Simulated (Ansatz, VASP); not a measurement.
**Al3Cu2: VASP beside Ansatz**

Contents of INCAR:

```
PREC = Accurate ; ENCUT = 520
EDIFF = 1E-6 ; ISMEAR = 0
SIGMA = 0.1 ; LREAL = False
LASPH = True ; NELM = 60
ALGO = Fast ; ISIF = 2
LWAVE = False ; LCHARG = True
GGA = PS ; LELF = True
LVHAR = True ; NBANDS = 24
```

KPOINTS

```
regular mesh
0
Gamma
  12 12 8
```

File POSCAR:

```
Al3Cu2
1.0
    4.0919516368      0.0000000000      0.0000000000
   -2.0459758184      3.5437340685      0.0000000000
    0.0000000000      0.0000000000      4.9927787000
Al Cu
3 2
Direct
    0.0000000000      0.0000000000      0.0000000000
    0.3333333300      0.6666666700      0.3499253500
    0.6666666700      0.3333333300      0.6500746500
    0.3333333300      0.6666666700      0.8395121300
    0.6666666700      0.3333333300      0.1604878700
```

Input for Ansatz:

```yaml
crystal:
  lattice:
    - [4.0919516368, 0.0, 0.0]
    - [-2.0459758184, 3.5437340685, 0.0]
    - [0.0, 0.0, 4.9927787]
  atoms:
    - { symbol: Al, position: [0.0, 0.0, 0.0] }
    - { symbol: Al, position: [0.33333333, 0.66666667, 0.34992535] }
    - { symbol: Al, position: [0.66666667, 0.33333333, 0.65007465] }
    - { symbol: Cu, position: [0.33333333, 0.66666667, 0.83951213] }
    - { symbol: Cu, position: [0.66666667, 0.33333333, 0.16048787] }
basis:
  ecutwfc: 420
kpoints:
  mp_grid: { grid: [12, 12, 8] }
hamiltonian:
  xc: pbesol
scf:
  occupations: { method: gaussian, width: 0.1 }
output:
  forces: true
  stress: true
  eigenvalues: true
  populations: true
  write_density: true
  write_potential: true
  elf: true
  volumetric_format: npy
```

Alike in both runs: task single point; functional PBEsol; k mesh 12 × 12 × 8; occupations gaussian, width 0.1 eV; no spin polarisation.

```csv
,VASP,Ansatz
version,VASP 6.6.1,Ansatz 0.2.0
potentials or method,"VASP PAW PBE potentials, release 64 (Al, Cu), cutoff 520 eV","scalar-relativistic, plane waves, PAW"
valence electrons in the cell,31,47
```

```csv
,VASP,Ansatz,Ansatz less VASP
gap on the k mesh at the Fermi level (eV),none,none,-
pressure (GPa),0.5,0.1,-0.37
"traceless stress, the component that is largest in VASP (GPa)",-0.32,-0.33,-0.012
rms of the force components (eV/Å),0.025,0.025,-0.0003
```

VASP's potentials were made for PBE, not for PBEsol. Atom by atom the forces differ by 0.002 eV/Å (rms over components). A gap of «none» marks a metal or a gap that the smearing closes. The functional is the same, so the differences come from potentials, cutoffs and numerics. VASP's potentials hold 31 valence electrons a cell and Ansatz's 47, so a difference there can come from the potentials and not from the codes.
